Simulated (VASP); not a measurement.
# PbO in VASP: notebook

Runs on PbO. Level: PBE. Tasks: single point.

All numbers are computed with VASP 6.6.1; they aren't measurements. Logs are shortened: lines on timing, memory, paths and dates and some standing lists are left out, and cuts for length are marked.

### Step 1. The cell of the first run

It takes space group P-6m2 (No. 187, hexagonal). The conventional cell has a = 3.703 Å, b = 3.703 Å, c = 3.364 Å, α = 90.00°, β = 90.00°, γ = 120.00°. Pb (site symmetry -6m2) has 6 O at 2.72 Å and 8 Pb at 3.36 to 3.70 Å within 3.8 Å. Within 3.8 Å of O (site symmetry -6m2) lie 6 Pb at 2.72 Å and 8 O at 3.36 to 3.70 Å.

### Step 2. Single point, PBE (19.98 Å³/atom)

The input, INCAR:

```
SYSTEM = PbO
PREC = Accurate
ENCUT = 520
EDIFF = 1E-6
ISMEAR = 0
SIGMA = 0.05
LREAL = .False.
LASPH = .True.
NELM = 100
ALGO = Normal
ISIF = 2
LWAVE = .False.
LCHARG = .False.
GGA = PE
NBANDS = 17
```

The input, KPOINTS:

```
regular mesh
0
Gamma
  12 12 10
  0 0 0
```

The input, POSCAR:

```
PbO
1.0
    3.7034458591      0.0000000000      0.0000000000
   -1.8517229295      3.2072781956      0.0000000000
    0.0000000000      0.0000000000      3.3641060280
Pb O
1 1
Direct
    0.0000000000      0.0000000000      0.0000000000
    0.6666666667      0.3333333333      0.5000000000
```

Potentials or basis: VASP PAW PBE potentials, release 64 (Pb_d, O).

The run is started by

```
$ cat potpaw_PBE.64/Pb_d/POTCAR potpaw_PBE.64/O/POTCAR > POTCAR
$ mpirun -np 1 vasp_std > vasp.out
```

OUTCAR:

```text
SYSTEM = PbO
   PREC = Accurate
   ENCUT = 520
   EDIFF = 1E-6
   ISMEAR = 0
   LREAL = .False.
   LASPH = .True.
   NELM = 100
   ISIF = 2
   GGA = PE

 ion  position               nearest neighbor table
   1  0.000  0.000  0.000-   2 2.72   2 2.72   2 2.72   2 2.72   2 2.72   2 2.72
   2  0.667  0.333  0.500-   1 2.72   1 2.72   1 2.72   1 2.72   1 2.72   1 2.72

  LATTYP: Found a hexagonal cell.
 ALAT       =     3.7034458591
 C/A-ratio  =     0.9083718666

  Lattice vectors:

 A1 = (   3.7034458591,   0.0000000000,   0.0000000000)
 A2 = (  -1.8517229295,   3.2072781956,   0.0000000000)
 A3 = (   0.0000000000,   0.0000000000,   3.3641060280)

Analysis of symmetry for initial positions (statically):
=====================================================================
 Subroutine PRICEL returns:
 Original cell was already a primitive cell.

 Routine SETGRP: Setting up the symmetry group for a
 hexagonal supercell.

 Subroutine GETGRP returns: Found 12 space group operations
 (whereof 12 operations were pure point group operations)
 out of a pool of 24 trial point group operations.

The static configuration has the point symmetry D_3h.

Analysis of symmetry for dynamics (positions and initial velocities):
=====================================================================
 Subroutine PRICEL returns:
 Original cell was already a primitive cell.

 Routine SETGRP: Setting up the symmetry group for a
 hexagonal supercell.

 Subroutine GETGRP returns: Found 12 space group operations
 (whereof 12 operations were pure point group operations)
 out of a pool of 24 trial point group operations.

The dynamic configuration has the point symmetry D_3h.

 Subroutine INISYM returns: Found 12 space group operations
 (whereof 12 operations are pure point group operations),
 and found     1 'primitive' translations

----------------------------------------------------------------------------------------

                                     Primitive cell

  volume of cell :      39.9588

  direct lattice vectors                    reciprocal lattice vectors
     3.703445859  0.000000000  0.000000000     0.270018798  0.155895426  0.000000000
    -1.851722929  3.207278196  0.000000000     0.000000000  0.311790852  0.000000000
     0.000000000  0.000000000  3.364106028     0.000000000  0.000000000  0.297255791

  length of vectors
[... 74 lines left out ...]
   ISTART =      0    job   : 0-new  1-cont  2-samecut
   ICHARG =      2    charge: 1-file 2-atom 10-const
   ISPIN  =      1    spin polarized calculation?
   LNONCOLLINEAR =      F non collinear calculations
   LSORBIT =      F    spin-orbit coupling
   LASPH  =      T    aspherical Exc in radial PAW
   ENCUT  =  520.0 eV  38.22 Ry    6.18 a.u.   6.89  6.89  6.26*2*pi/ulx,y,z
   NELM   =    100;   NELMIN=  2; NELMDL= -5     # of ELM steps
   EDIFF  = 0.1E-05   stopping-criterion for ELM
   LREAL  =      F    real-space projection
   EDIFFG = 0.1E-04   stopping-criterion for IOM
   NSW    =      0    number of steps for IOM
   IBRION =     -1    ionic relax: 0-MD 1-quasi-New 2-CG
   NFREE  =      0    steps in history (QN), initial steepest desc. (CG)
   ISIF   =      2    stress and relaxation
   ISYM   =      2    0-nonsym 1-usesym 2-fastsym
   POTIM  = 0.5000    time-step for ionic-motion
   TEBEG  =    0.0;   TEEND  =   0.0 temperature during run
   PSTRESS=    0.0 pullay stress
   NELECT =      20.0000    total number of electrons
   NUPDOWN=      -1.0000    fix difference up-down
   EMIN   =  10.00;   EMAX   =-10.00  energy-range for DOS
   EFERMI =   0.00;   METHOD = LEGACY
   ISMEAR =     0;   SIGMA  =   0.05  broadening in eV -4-tet -1-fermi 0-gaus
   EFERMI_NEDOS =   21; number of points for ismear=-14 and -15
   IALGO  =     38    algorithm
   IMIX   =      4    mixing-type and parameters
     AMIX     =   0.40;   BMIX     =  1.00
     AMIX_MAG =   1.60;   BMIX_MAG =  1.00
  volume/ion in A,a.u.               =      19.98       134.83
  Fermi-wavevector in a.u.,A,eV,Ry     =   1.299813  2.456290 22.987215  1.689513
  Thomas-Fermi vector in A             =   2.431052
   LORBIT       =      0    0 simple, 1 ext, 2 COOP (PROOUT), +10 PAW based schemes
   GGA     = PE    functional components
   LHFCALC =     F    Hartree Fock is set to
   AEXX    =    0.0000 exact exchange contribution
   IVDW    =     0    specifies the selected vdW correction
   LEPSILON=     F    determine dielectric tensor
   LRPA    =     F    only Hartree local field effects (RPA)
 non-spin polarized calculation
 Gauss-broadening in eV      SIGMA  =   0.05
  energy-cutoff  :      520.00
  volume of cell :       39.96
 maximum number of plane-waves:      1100
 NGX is ok and might be reduce to    28
   NGX = 13   NGY = 13   NGZ = 13

 number of electron      20.0000004 magnetization

 Free energy of the ion-electron system (eV)
  ---------------------------------------------------
  ext. energy  EPLUGINS =         0.00000000
  ---------------------------------------------------
  free energy    TOTEN  =       -10.09795145 eV

  energy without entropy =      -10.09789498  energy(sigma->0) =      -10.09792321

 E-fermi :   5.2605     XC(G=0): -10.0387

 val. band max:        5.2480086644   @ k =   0.0000   0.0000   0.5000
 cond. band min:       5.6751883791   @ k =   0.0833   0.0000   0.5000
 fundamental gap:      0.4271797148
 Fermi energy:         5.2605051510

 k-point     1 :       0.0000    0.0000    0.0000
  band No.  band energies     occupation
      1     -11.7525      2.00000
      2     -11.4874      2.00000
      3     -11.3752      2.00000
      4     -11.3752      2.00000
      5     -11.1697      2.00000
      6     -11.1697      2.00000
[... 457 lines left out ...]
      4     -11.2598      2.00000
      5     -11.1931      2.00000
      6     -10.8662      2.00000
[... 9 lines left out ...]
     16      19.4692      0.00000
     17      20.3806      0.00000

 [... further k-points ...]
[... 5 lines left out ...]
  --------------------------------------------------------------------------------------
  -------------------------------------------------------------------------------------
  Total       -1.5773600     -1.5773600     -1.5807249     -0.0000000      0.0000000     -0.0000000
  in kB      -63.2454236    -63.2454236    -63.3803403     -0.0000000      0.0000000     -0.0000000
  external PRESSURE =     -63.2903959 kB  Pullay stress =       0.0000000 kB

 VOLUME and BASIS-vectors are now :
 -----------------------------------------------------------------------------
  energy-cutoff  :      520.00
  volume of cell :       39.96
      direct lattice vectors                 reciprocal lattice vectors
     3.703445859  0.000000000  0.000000000     0.270018798  0.155895426  0.000000000
    -1.851722929  3.207278196  0.000000000     0.000000000  0.311790852  0.000000000
     0.000000000  0.000000000  3.364106028     0.000000000  0.000000000  0.297255791

 POSITION                                       TOTAL-FORCE (eV/Angst)
 -----------------------------------------------------------------------------------
      0.00000      0.00000      0.00000        -0.000000      0.000000      0.000000
      1.85172      1.06909      1.68205         0.000000      0.000000      0.000000
 -----------------------------------------------------------------------------------
    total drift:                               -0.000001      0.000000      0.000000

  FREE ENERGIE OF THE ION-ELECTRON SYSTEM (eV)
  ---------------------------------------------------
  free  energy   TOTEN  =       -10.0979514471 eV

  energy  without entropy=      -10.0978949802  energy(sigma->0) =      -10.09792321
```

OSZICAR:

```text
N       E                     dE             d eps       ncg     rms          rms(c)
DAV:   1     0.173208166729E+03    0.17321E+03   -0.10292E+04  3900   0.136E+03
DAV:   2     0.155370383496E+01   -0.17165E+03   -0.16256E+03  4100   0.347E+02
DAV:   3    -0.122520134469E+02   -0.13806E+02   -0.13726E+02  4690   0.105E+02
DAV:   4    -0.125467008376E+02   -0.29469E+00   -0.29449E+00  4877   0.165E+01
DAV:   5    -0.125558698239E+02   -0.91690E-02   -0.91684E-02  5196   0.286E+00    0.888E+00
DAV:   6    -0.106018070917E+02    0.19541E+01   -0.17291E+01  5359   0.273E+01    0.623E+00
DAV:   7    -0.101329589177E+02    0.46885E+00   -0.31151E+00  4854   0.116E+01    0.153E+00
DAV:   8    -0.102467967991E+02   -0.11384E+00   -0.10346E+00  4839   0.109E+01    0.202E+00
DAV:   9    -0.100966568081E+02    0.15014E+00   -0.38177E-01  4799   0.604E+00    0.251E-01
DAV:  10    -0.100979868563E+02   -0.13300E-02   -0.17864E-02  4146   0.985E-01    0.107E-01
DAV:  11    -0.100980621900E+02   -0.75334E-04   -0.67497E-04  5578   0.244E-01    0.639E-02
DAV:  12    -0.100979479603E+02    0.11423E-03   -0.33689E-04  5046   0.199E-01    0.655E-03
DAV:  13    -0.100979520908E+02   -0.41305E-05   -0.20920E-05  4389   0.415E-02    0.854E-03
DAV:  14    -0.100979514471E+02    0.64375E-06   -0.33459E-06  5043   0.145E-02
   1 F= -.10097951E+02 E0= -.10097923E+02  d E =-.564669E-04
```

stdout:

```text
POSCAR found type information on POSCAR PbO
 POSCAR found :  2 types and       2 ions
 scaLAPACK will be used
 LDA part: xc-table for (Slater+PW92), standard interpolation
 POSCAR, INCAR and KPOINTS ok, starting setup
 FFT: planning ... GRIDC
 FFT: planning ... GRID_SOFT
 FFT: planning ... GRID
 WAVECAR not read
 entering main loop
```

Run time: 1.9 min. Hardware: 1 thread of Intel Xeon 8259CL, shared host; peak memory 0.21 GiB.

What came out:

* Free energy: -10.0980 eV
* Pressure: -6.3 GPa
* Band gap on the k mesh: 0.01 eV (least direct gap 0.05 eV)

Caveat: the cell stands under tension; the smearing spreads over this small gap; spin-orbit coupling is left out, which moves the levels of the heavy elements. A k mesh can miss the band edges.

### Step 3. Single point, PBE

This run uses another cell than the first one, of 18.34 Å³/atom.

The input, INCAR:

```
SYSTEM = PbO
PREC     = Accurate       ! precision mode
ENCUT    = 520            ! plane-wave cutoff, eV
EDIFF    = 1E-6           ! SCF threshold, eV
ISMEAR   = 0              ! smearing method
SIGMA    = 0.05           ! smearing width, eV
LREAL    = .False.        ! projectors in reciprocal space
LASPH    = .True.         ! aspherical terms in the spheres
NELM     = 100            ! most SCF steps
ALGO     = Normal         ! electronic algorithm
ISIF     = 2              ! what is computed and relaxed
LWAVE    = .False.        ! write WAVECAR
LCHARG   = .False.        ! write CHGCAR
GGA      = PE             ! functional
NBANDS   = 17             ! bands
```

The input, KPOINTS:

```
Automatic mesh
0
Gamma
  12 12 10
  0 0 0
```

The input, POSCAR:

```
PbO
1.0
    3.5678723414      0.0000000000      0.0000000000
   -1.7839361707      3.1207667660      0.0000000000
    0.0000000000      0.0000000000      3.2951134840
Pb O
1 1
Direct
    0.0000000000      0.0000000000      0.0000000000
    0.6666666667      0.3333333333      0.5000000000
```

Potentials or basis: VASP PAW PBE potentials, release 64 (Pb_d, O).

The run is started by

```
$ cat potpaw_PBE.64/Pb_d/POTCAR potpaw_PBE.64/O/POTCAR > POTCAR
$ mpirun -np 1 vasp_std > vasp.out
```

It took 3.9 min on 1 thread of Intel Xeon 8259CL, shared host; peak memory 0.28 GiB.

The run converged. Its results:

```yaml
Free_energy: -10.1723 eV
Pressure: -0.7 GPa
Largest_force: 0.017 eV/Å
Band_gap_on_the_k_mesh: zero (bands 10 and 11 overlap by 0.03 eV)
```

Forces on the atoms (eV/Å):
```
Pb   0.000  0.017  0.000
O    0.000 -0.017  0.000
```

Stress tensor (GPa, compression positive):
```
-0.78  0.00  0.00
 0.00 -0.96  0.00
 0.00  0.00 -0.49
```

Levels at points of the mesh, in eV from the Fermi level:
| k point | band 8 | band 9 | band 10 | band 11 | band 12 | band 13 |
| --- | --- | --- | --- | --- | --- | --- |
| (0.00, 0.00, 0.00) | -2.51 | -2.14 | -2.13 | 6.05 | 6.18 | 8.15 |
| (0.50, 0.00, 0.00) | -3.01 | -2.08 | -1.80 | 1.26 | 6.12 | 7.73 |
| (0.00, 0.50, 0.00) | -2.96 | -2.04 | -1.82 | 1.24 | 6.24 | 7.69 |
| (0.00, 0.00, 0.50) | -1.83 | -1.81 | -0.07 | -0.04 | 7.50 | 7.62 |
| (0.50, 0.00, 0.50) | -4.31 | -4.09 | -1.94 | 2.76 | 3.27 | 4.65 |
| (0.00, 0.50, 0.50) | -4.32 | -4.08 | -1.92 | 2.81 | 3.30 | 4.81 |

Caveat: semilocal functionals underestimate gaps, and a narrow one can read as zero; spin-orbit coupling is left out, which moves the levels of the heavy elements.

The gap in the log of VASP goes by the Fermi energy; the results here count the filled bands.